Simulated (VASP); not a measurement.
Wanted: the native input for a VASP 6.6.1 run.

```
Task                   : single point
Functional             : PBEsol
Potentials or basis    : VASP PAW PBE potentials, release 64 (Ti_sv)
Cutoff                 : 520 eV
k mesh                 : 12 × 5 × 1
Occupations            : gaussian, width 0.1 eV
Spin                   : no spin polarisation
Dipole correction      : yes
Further INCAR settings : ALGO = Normal; EDIFF = 1e-07; NBANDS = 97
```

The structure of Ti lies in POSCAR:

```
Ti
1.0
    2.9004352002      0.0000000000      0.0000000000
    0.0000000000      6.8054953042      0.0000000000
    0.0000000000      0.0000000000     25.7318055608
Ti
14
Direct
    0.5000000000      0.9770475762      0.2914680815
    0.5000000000      0.5678666067      0.3134188098
    0.0000000000      0.2495046676      0.3573202663
    0.0000000000      0.8403236981      0.3792709945
    0.5000000000      0.5219617590      0.4231724511
    0.5000000000      0.1127807895      0.4451231793
    0.0000000000      0.7944188504      0.4890246359
    0.0000000000      0.3852378809      0.5109753641
    0.5000000000      0.0668759419      0.5548768207
    0.5000000000      0.6576949723      0.5768275489
    0.0000000000      0.3393330333      0.6207290055
    0.0000000000      0.9301520638      0.6426797337
    0.5000000000      0.6117901247      0.6865811902
    0.5000000000      0.2026091552      0.7085319185
```

These files were run (other wordings do the same):

INCAR

```
ALGO = Normal ; DIPOL = 0.5 0.5 0.500
EDIFF = 1E-7 ; ENCUT = 520
GGA = PS ; IDIPOL = 3
ISIF = 2 ; ISMEAR = 0
LASPH = T ; LCHARG = T
LDIPOL = T ; LELF = T
LREAL = F ; LVACPOTAV = T
LVHAR = T ; LWAVE = F
NBANDS = 97 ; NELM = 60
PREC = Accurate ; SIGMA = 0.1
```

KPOINTS

```
k-points
0
Gamma
  12 5 1
```

Potentials or basis: VASP PAW PBE potentials, release 64 (Ti_sv).

Command:

```sh
$ cat potpaw_PBE.64/Ti_sv/POTCAR > POTCAR
$ mpirun -np 1 vasp_std > vasp.out
```

Results of the run:

- Largest force: 0.853 eV/Å
- Band gap on the k mesh: zero (bands 84 and 85 overlap by 0.50 eV)

Caveat: the PAW data sets were made with another functional, which shifts forces and pressure a little.

Wall time 100 min on 1 thread of Intel Xeon 8259CL, on a shared host, peak memory 0.95 GiB.
